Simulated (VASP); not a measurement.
WSe:

```
W Se
1.0
     0.00000    2.83887    2.83887
     2.83887    0.00000    2.83887
     2.83887    2.83887    0.00000
W Se
1 1
Direct
  0.00000 0.00000 0.00000
  0.25000 0.25000 0.25000
```

Base run:

* Program: VASP 6.6.1
* Functional: r2SCAN
* Potentials or basis: VASP PAW PBE potentials, release 64 (W_sv, Se)
* Cutoff: 520 eV
* k mesh: 12 × 12 × 12
* Occupations: gaussian, width 0.1 eV
* Spin: no spin polarisation

Its results: pressure -4.2 GPa.

Task: The run is repeated on the same cell with these changes: spin from no spin polarisation to collinear spin, ferromagnetic start; further incar settings from ALGO = Normal; EDIFF = 1e-06; NBANDS = 17 to ALGO = Normal; EDIFF = 1e-06; NBANDS = 21. What comes out?

Result: Pressure -1.8 GPa; net moment 1.35 μB per cell; site moments W +1.12; Se -0.02 μB.

Caveats: the PAW data sets were made with another functional, which shifts forces and pressure a little.
